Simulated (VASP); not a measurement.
Crystal: Ir.

```
CELL_PARAMETERS angstrom
0.00000 1.91560 1.91560
1.91560 0.00000 1.91560
1.91560 1.91560 0.00000
ATOMIC_POSITIONS crystal
Ir 0.00000 0.00000 0.00000
```

Base run:

| Property | Result |
| --- | --- |
| Program | VASP 6.6.1 |
| Functional | r2SCAN |
| Potentials or basis | VASP PAW PBE potentials, release 64 (Ir) |
| Cutoff | 550 eV |
| k mesh | 9 × 9 × 9 |
| Occupations | fermi-dirac, width 0.15 eV |
| Spin | no spin polarisation |

Its results: pressure 6.7 GPa.

Problem. The run is repeated on the same cell with these changes: k mesh from 9 × 9 × 9 to 7 × 7 × 7. What comes out?

Solution. Pressure 5.7 GPa.

Caveats: some runs use coarse meshes; the PAW data sets were made with another functional, which shifts forces and pressure a little.
